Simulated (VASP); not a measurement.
**B2Pb: relaxation of cell and atoms with PBE**

The system is B2Pb.

```
B Pb
1.0
    -2.06672    2.06672    2.94563
     2.06672   -2.06672    2.94563
     2.06672    2.06672   -2.94563
B Pb
2 1
Direct
  0.62581 0.62581 0.00000
  0.37419 0.37419 0.00000
  0.00000 0.00000 0.00000
```

```yaml
Program: VASP 6.6.1
Task: relaxation of cell and atoms
Functional: PBE
Potentials_or_basis: VASP PAW PBE potentials, release 64 (B, Pb_d)
Cutoff: 600 eV
k_mesh: 10 × 10 × 10
Occupations: gaussian, width 0.02 eV
Spin: no spin polarisation
Dipole_correction: no
Further_INCAR_settings: ALGO = Normal; EDIFF = 1e-07; IBRION = 2; EDIFFG = -0.01; NSW = 100; ISIF = 3
```

```yaml
Relaxed_volume: 16.77 Å³/atom
Relaxed_cell: a = 4.148 Å, b = 4.148 Å, c = 4.148 Å, α = 120.23°, β = 120.23°, γ = 89.61°
Space_group_after_relaxing_to_0.1_Å: I4/mmm (No. 139)
Energy_gained_by_relaxing: 0.0 meV/atom
Ionic_steps: 3
Pressure_after_relaxing: 0.0 GPa
Largest_force_after_relaxing: 0.005 eV/Å
Band_gap_on_the_k_mesh: 0.79 eV (least direct gap 1.08 eV)
```

Forces in eV/Å, atoms in the order of the input:
```
B    0.000  0.000 -0.005
B    0.000  0.000  0.005
Pb   0.000  0.000  0.000
```

Final structure:
```
CELL_PARAMETERS angstrom
-2.06696 2.06696 2.94307
2.06696 -2.06696 2.94307
2.06696 2.06696 -2.94307
ATOMIC_POSITIONS crystal
B 0.62595 0.62595 0.00000
B 0.37405 0.37405 0.00000
Pb 0.00000 0.00000 0.00000
```

Levels at points of the mesh, in eV from the valence-band top:
```csv
k point,band 8,band 9,band 10,band 11,band 12,band 13
"(0.00, 0.00, 0.00)",-3.21,-0.31,-0.31,2.78,2.78,3.93
"(0.50, 0.00, 0.00)",-3.36,-0.59,-0.32,0.88,1.16,1.36
"(0.50, 0.50, 0.00)",-5.20,-5.04,-1.82,0.90,3.65,4.70
"(0.50, 0.50, 0.50)",-6.83,-3.19,-3.19,3.21,4.15,6.47
```

Run time: 2.7 min on 1 thread of Intel(R) Xeon(R) Platinum 8488C (Sapphire Rapids), with other jobs on the host, peak memory 0.26 GiB.

Caveat: spin-orbit coupling is left out, which moves the levels of the heavy elements. A k mesh can miss the band edges.
